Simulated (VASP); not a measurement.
Set up this calculation in VASP 6.6.1, as the native input.

```yaml
Task: single point
Functional: LDA
Potentials_or_basis: VASP PAW LDA potentials, release 64 (Si)
Cutoff: 520 eV
k_mesh: 12 × 12 × 12
Occupations: gaussian, width 0.05 eV
Spin: no spin polarisation
Dipole_correction: no
Further_INCAR_settings: ALGO = Normal; EDIFF = 1e-06; NBANDS = 11
```

The structure of Si lies in POSCAR:

```
Si
1.0
    0.0000000000      2.6516718945      2.4655245275
    2.6516718945      0.0000000000      2.4655245275
    2.6516718945      2.6516718945      0.0000000000
Si
2
Direct
    0.5000000000      0.5000000000      0.5000000000
    0.7500000000      0.7500000000      0.7500000000
```

This cell differs from its parent crystal: volume 17.336 Å^3 an atom, c/a of the conventional cell 0.9298.

The input as run:

INCAR

```
SYSTEM = Si
PREC = Accurate ; ENCUT = 520
EDIFF = 1E-6 ; ISMEAR = 0
SIGMA = 0.05 ; LREAL = .FALSE.
LASPH = .TRUE. ; NELM = 100
ALGO = Normal ; ISIF = 2
LWAVE = .FALSE. ; LCHARG = .FALSE.
GGA = CA ; NBANDS = 11
```

KPOINTS

```
Automatic mesh
0
G
  12 12 12
  0 0 0
```

Potentials or basis: VASP PAW LDA potentials, release 64 (Si).

The run is started by

```bash
$ cat potpaw_LDA.64/Si/POTCAR > POTCAR
$ mpirun -np 1 vasp_std > vasp.out
```

Results of the run:

```json
{"Pressure": "15.8 GPa", "Band gap on the k mesh": "zero (band 4 reaches 7.67 eV, above the bottom of band 5 at 7.07 eV)"}
```

Run time: 61 s on 1 thread of Intel(R) Xeon(R) Platinum 8259CL CPU @ 2.50GHz (Skylake/Cascade Lake) (shared host), peak memory 0.16 GiB.
